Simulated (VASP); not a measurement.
# LiTi8O16 (a cell with a defect) in VASP: a series of runs

LiTi8O16 (a cell with a defect) is run at these levels: PBE; tasks: single point.

Everything below comes from runs of VASP 6.6.1. Logs are shortened: lines on timing, memory, paths and dates and some standing lists are left out, and cuts for length are marked.

### 1 The cell of the first run

The cell holds a defect, 25 atoms: a = 7.597 Å, b = 7.597 Å, c = 5.545 Å, α = 110.03°, β = 110.03°, γ = 90.00°.

### 2 Single point, PBE

INCAR reads:

```
PREC     = Accurate       # precision mode
ENCUT    = 650            # plane-wave cutoff, eV
EDIFF    = 1E-6           # SCF threshold, eV
ISMEAR   = -1             # smearing method
SIGMA    = 0.01           # smearing width, eV
LREAL    = Auto         
LASPH    = T              # aspherical terms in the spheres
NELM     = 120            # most SCF steps
ALGO     = Normal         # electronic algorithm
ISIF     = 2              # what is computed and relaxed
LWAVE    = F              # write WAVECAR
LCHARG   = T              # write CHGCAR
GGA      = PE             # functional
LELF     = T              # ELF
LVHAR    = T            
NELECT   = 194.0        
NBANDS   = 116            # bands
GGA_COMPAT= F            
ISYM     = -1
```

KPOINTS reads:

```
explicit points
1
Reciprocal
  0.25000000   0.25000000   0.25000000 1
```

POSCAR reads:

```
LiTi8O16
1.0
    0.0000000000     -7.5970067500      0.0000000000
    7.5970067500      0.0000000000      0.0000000000
   -1.8992516900      1.8992516900      4.8515712600
Ti O Li
8 16 1
Direct
   -0.0065733902      0.0051670232     -0.0044544332
    0.3766595700      0.1152884714      0.4790872638
   -0.0062192979      0.5141896119      0.0058933485
    0.3765650573      0.6172624872      0.4929600890
    0.4975226781      0.0010593835     -0.0176800454
    0.8654833220      0.1193136546      0.4883063389
    0.5055892846      0.5106061289     -0.0008702335
    0.8773031889      0.6209276104      0.5031066987
    0.4633682091      0.2275848199      0.8985367351
    0.1036319289      0.1003946013      0.4192332527
    0.2679720064      0.0287933325      0.0740718791
    0.3941020106      0.3967706932      0.5826829801
    0.4781660290      0.7300895909      0.9090562137
    0.1031293537      0.6068814400      0.4109983948
    0.2709239361      0.5191461718      0.0779912279
    0.4057276258      0.8955884516      0.5773834599
    0.9827739619      0.2302492916      0.9073433665
    0.6006219730      0.1033066323      0.4024770317
    0.7693031918      0.0350557200      0.0808389651
    0.9081869002      0.3989043462      0.5906010334
    0.9703318480      0.7321128942      0.9144251959
    0.6037455797      0.5935516964      0.4076475216
    0.7711431792      0.5198484176      0.0846527811
    0.8930111854      0.8985466550      0.5865699683
    0.2090108317      0.2570692331      0.8418313946
```

Potentials or basis: VASP PAW PBE potentials, release 64 (Ti_sv, O, Li_sv).

Launch:

```console
cat potpaw_PBE.64/Ti_sv/POTCAR potpaw_PBE.64/O/POTCAR potpaw_PBE.64/Li_sv/POTCAR > POTCAR
mpirun -np 1 vasp_std > vasp.out
```

OUTCAR:

```text
PREC = Accurate
   ENCUT = 650
   EDIFF = 1E-6
   ISMEAR = -1
   LREAL = Auto
   LASPH = T
   NELM = 120
   ISIF = 2
   GGA = PE
   NELECT = 194.0
   ISYM = -1

 ion  position               nearest neighbor table
   1  0.993  0.005  0.996-  19 1.91  17 1.93  21 1.96  11 1.97  24 1.98  10 2.06
   2  0.377  0.115  0.479-  18 1.88  16 1.92  11 1.97  10 1.98  12 2.01   9 2.04  25 2.66
   3  0.994  0.514  0.006-  21 1.88  23 1.88  14 1.97  15 2.00  20 2.02  17 2.03  25 2.67
   4  0.377  0.617  0.493-  12 1.90  22 1.93  14 1.96  16 2.00  15 2.01  13 2.02
   5  0.498  0.001  0.982-   9 1.93  19 1.94  13 1.95  16 1.97  11 1.97  18 2.04
   6  0.865  0.119  0.488-  18 1.90  24 1.92  10 1.97  19 1.98  20 2.00  17 2.04  25 2.62
   7  0.506  0.511  0.999-  13 1.89  23 1.90  15 1.97  22 1.99  12 2.02   9 2.02  25 2.66
   8  0.877  0.621  0.503-  20 1.90  14 1.94  22 1.95  24 1.99  21 2.00  23 2.03
   9  0.463  0.228  0.899-  25 1.87   5 1.93   7 2.02   2 2.04
  10  0.104  0.100  0.419-   6 1.97   2 1.98   1 2.06  25 2.09
  11  0.268  0.029  0.074-   2 1.97   5 1.97   1 1.97
  12  0.394  0.397  0.583-   4 1.90   2 2.01   7 2.02
  13  0.478  0.730  0.909-   7 1.89   5 1.95   4 2.02
  14  0.103  0.607  0.411-   8 1.94   4 1.96   3 1.97
  15  0.271  0.519  0.078-  25 1.92   7 1.97   3 2.00   4 2.01
  16  0.406  0.896  0.577-   2 1.92   5 1.97   4 2.00
  17  0.983  0.230  0.907-  25 1.90   1 1.93   3 2.03   6 2.04
  18  0.601  0.103  0.402-   2 1.88   6 1.90   5 2.04
  19  0.769  0.035  0.081-   1 1.91   5 1.94   6 1.98
  20  0.908  0.399  0.591-   8 1.90   6 2.00   3 2.02
  21  0.970  0.732  0.914-   3 1.88   1 1.96   8 2.00
  22  0.604  0.594  0.408-   4 1.93   8 1.95   7 1.99
  23  0.771  0.520  0.085-   3 1.88   7 1.90   8 2.03
  24  0.893  0.899  0.587-   6 1.92   1 1.98   8 1.99
  25  0.209  0.257  0.842-   9 1.87  17 1.90  15 1.92  10 2.09   6 2.62   7 2.66   2 2.66   3 2.67

IMPORTANT INFORMATION: All symmetrisations will be switched off!
NOSYMM: (Re-)initialisation of all symmetry stuff for point group C_1.

----------------------------------------------------------------------------------------

                                     Primitive cell

  volume of cell :     280.0061

  direct lattice vectors                    reciprocal lattice vectors
     0.000000000 -7.597006750  0.000000000     0.000000000 -0.131630790  0.051529698
     7.597006750  0.000000000  0.000000000     0.131630790  0.000000000  0.051529698
    -1.899251690  1.899251690  4.851571260     0.000000000  0.000000000  0.206118790

  length of vectors
     7.597006750  7.597006750  5.545453783     0.141357613  0.141357613  0.206118790

  position of ions in fractional coordinates (direct lattice)
     0.993426610  0.005167023  0.995545567
     0.376659570  0.115288471  0.479087264
     0.993780702  0.514189612  0.005893349
     0.376565057  0.617262487  0.492960089
     0.497522678  0.001059383  0.982319955
     0.865483322  0.119313655  0.488306339
[... 17 lines left out ...]
     0.893011185  0.898546655  0.586569968
     0.209010832  0.257069233  0.841831395

  ion indices of the primitive-cell ions
   primitive index   ion index
                 1           1
                 2           2
                 3           3
                 4           4
                 5           5
                 6           6
[... 17 lines left out ...]
                24          24
                25          25

----------------------------------------------------------------------------------------

 KPOINTS: explicit points

Read explicit list of k-points.

 Found      1 k-points:

 Following reciprocal coordinates:
            Coordinates               Weight
  0.250000  0.250000  0.250000      1.000000
   k-points           NKPTS =      1   k-points in BZ     NKDIM =      1   number of bands    NBANDS=    116
   number of dos      NEDOS =    301   number of ions     NIONS =     25
   total plane-waves  NPLWV = 196608
   dimension x,y,z NGX =    64 NGY =   64 NGZ =   48
   dimension x,y,z NGXF=   128 NGYF=  128 NGZF=   96
   ions per type =               8  16   1
   NGX,Y,Z   is equivalent  to a cutoff of  14.01, 14.01, 14.39 a.u.
   NGXF,Y,Z  is equivalent  to a cutoff of  28.01, 28.01, 28.78 a.u.
 SYSTEM =  unknown system
   PREC   = accura    normal or accurate (medium, high low for compatibility)
   ISTART =      0    job   : 0-new  1-cont  2-samecut
   ICHARG =      2    charge: 1-file 2-atom 10-const
   ISPIN  =      1    spin polarized calculation?
   LNONCOLLINEAR =      F non collinear calculations
   LSORBIT =      F    spin-orbit coupling
   LASPH  =      T    aspherical Exc in radial PAW
   ENCUT  =  650.0 eV  47.77 Ry    6.91 a.u.  15.79 15.79 11.53*2*pi/ulx,y,z
   NELM   =    120;   NELMIN=  2; NELMDL= -5     # of ELM steps
   EDIFF  = 0.1E-05   stopping-criterion for ELM
   LREAL  =      T    real-space projection
   EDIFFG = 0.1E-04   stopping-criterion for IOM
   NSW    =      0    number of steps for IOM
   IBRION =     -1    ionic relax: 0-MD 1-quasi-New 2-CG
   NFREE  =      0    steps in history (QN), initial steepest desc. (CG)
   ISIF   =      2    stress and relaxation
   ISYM   =     -1    0-nonsym 1-usesym 2-fastsym
   POTIM  = 0.5000    time-step for ionic-motion
   TEBEG  =    0.0;   TEEND  =   0.0 temperature during run
   PSTRESS=    0.0 pullay stress
   NELECT =     194.0000    total number of electrons
   NUPDOWN=      -1.0000    fix difference up-down
   EMIN   =  10.00;   EMAX   =-10.00  energy-range for DOS
   EFERMI =   0.00;   METHOD = LEGACY
   ISMEAR =    -1;   SIGMA  =   0.01  broadening in eV -4-tet -1-fermi 0-gaus
   EFERMI_NEDOS =   21; number of points for ismear=-14 and -15
   IALGO  =     38    algorithm
   IMIX   =      4    mixing-type and parameters
     AMIX     =   0.40;   BMIX     =  1.00
     AMIX_MAG =   1.60;   BMIX_MAG =  1.00
  volume/ion in A,a.u.               =      11.20        75.58
  Fermi-wavevector in a.u.,A,eV,Ry     =   1.448615  2.737485 28.551621  2.098485
  Thomas-Fermi vector in A             =   2.566436
   LORBIT       =      0    0 simple, 1 ext, 2 COOP (PROOUT), +10 PAW based schemes
   GGA     = PE    functional components
   LHFCALC =     F    Hartree Fock is set to
   AEXX    =    0.0000 exact exchange contribution
   IVDW    =     0    specifies the selected vdW correction
   LEPSILON=     F    determine dielectric tensor
   LRPA    =     F    only Hartree local field effects (RPA)
 non-spin polarized calculation
  energy-cutoff  :      650.00
  volume of cell :      280.01
 maximum number of plane-waves:     10548
 NGX is ok and might be reduce to    64
   NGX = 31   NGY = 31   NGZ = 23

 number of electron     194.0000000 magnetization

 Free energy of the ion-electron system (eV)
  ---------------------------------------------------
  ext. energy  EPLUGINS =         0.00000000
  ---------------------------------------------------
  free energy    TOTEN  =      -224.74178506 eV

  energy without entropy =     -224.74178506  energy(sigma->0) =     -224.74178506

 E-fermi :   3.4765     XC(G=0): -10.6604

 val. band max:        3.1741389733   @ k =   0.2500   0.2500   0.2500
 cond. band min:       6.0424092110   @ k =   0.2500   0.2500   0.2500
 fundamental gap:      2.8682702378
 Fermi energy:         3.4764557728

 k-point     1 :       0.2500    0.2500    0.2500
  band No.  band energies     occupation
      1     -53.1207      2.00000
      2     -53.1087      2.00000
      3     -53.0574      2.00000
      4     -53.0520      2.00000
      5     -53.0445      2.00000
      6     -53.0297      2.00000
[... 101 lines left out ...]
    108       6.8622      0.00000
    109       6.8985      0.00000
 [bands above 109 left out]

------------------------ aborting loop because EDIFF is reached ----------------------------------------

  FORCE on cell =-STRESS in cart. coord.  units (eV):
  Direction    XX          YY          ZZ          XY          YZ          ZX
  --------------------------------------------------------------------------------------
  -------------------------------------------------------------------------------------
  Total       -7.3881944     -1.0167049     -8.0025584     -0.7342296      0.9027752     -1.3042408
  in kB      -42.2747898     -5.8175225    -45.7901424     -4.2012160      5.1656236     -7.4627851
  external PRESSURE =     -31.2941516 kB  Pullay stress =       0.0000000 kB

 VOLUME and BASIS-vectors are now :
 -----------------------------------------------------------------------------
  energy-cutoff  :      650.00
  volume of cell :      280.01
      direct lattice vectors                 reciprocal lattice vectors
     0.000000000 -7.597006750  0.000000000     0.000000000 -0.131630790  0.051529698
     7.597006750  0.000000000  0.000000000     0.131630790  0.000000000  0.051529698
    -1.899251690  1.899251690  4.851571260     0.000000000  0.000000000  0.206118790

 POSITION                                       TOTAL-FORCE (eV/Angst)
 -----------------------------------------------------------------------------------
     -1.85154     -5.65628      4.82996        -0.009239     -0.005031      0.007913
     -0.03406     -1.95158      2.32433         0.052104      0.014617      0.005736
      3.89511     -7.53857      0.02859        -0.026871     -0.023633     -0.020576
      3.75309     -1.92451      2.39163         0.035937      0.004512     -0.027923
     -1.85762     -1.91401      4.76580        -0.017975     -0.011417      0.013355
     -0.02099     -5.64767      2.36905         0.015271     -0.008204      0.015864
[... 17 lines left out ...]
      5.71222     -5.67017      2.84579         0.024374     -0.015528     -0.014278
      0.35411      0.01099      4.08420        -0.357830      0.022276      0.262098
 -----------------------------------------------------------------------------------
    total drift:                               -0.048477     -0.033550     -0.002522

  FREE ENERGIE OF THE ION-ELECTRON SYSTEM (eV)
  ---------------------------------------------------
  free  energy   TOTEN  =      -224.7417850622 eV

  energy  without entropy=     -224.7417850622  energy(sigma->0) =     -224.74178506
```

It took 2.1 min on 1 thread of Intel Xeon Platinum 8375C at 2.90GHz (Ice Lake), shared host; peak memory 0.45 GiB.

Results:

- Free energy: -224.7418 eV
- Largest force: 0.444 eV/Å

Forces in eV/Å, atoms in the order of the input:
```
Ti  -0.009 -0.005  0.008
Ti   0.052  0.015  0.006
Ti  -0.027 -0.024 -0.021
Ti   0.036  0.005 -0.028
Ti  -0.018 -0.011  0.013
Ti   0.015 -0.008  0.016
Ti  -0.001  0.007 -0.043
Ti   0.015 -0.007 -0.030
O    0.005 -0.063  0.015
O    0.026 -0.002  0.047
O    0.085  0.010 -0.047
O    0.002 -0.062 -0.035
O    0.035  0.034  0.004
O    0.002 -0.017 -0.001
O   -0.032  0.015 -0.041
O    0.014  0.014 -0.038
O    0.019  0.056  0.005
O   -0.015 -0.009 -0.009
O   -0.007  0.002 -0.025
O   -0.005  0.056 -0.038
O    0.049 -0.025  0.019
O    0.050  0.004 -0.001
O    0.042  0.011 -0.025
O    0.024 -0.016 -0.014
Li  -0.358  0.022  0.262
```

Levels at points of the mesh, in eV from the Fermi level:
```tsv
k point	band 94	band 95	band 96	band 97	band 98	band 99	band 100	band 101
(0.25, 0.25, 0.25)	-0.64	-0.63	-0.59	-0.30	2.57	2.77	2.87	2.99
```

Caveat: the cell carries a net charge on a neutralising background, which shifts energy and pressure; the cell is charged against a uniform background, so pressure and absolute levels hang on convention.

(Continued in part 2 of 2.)
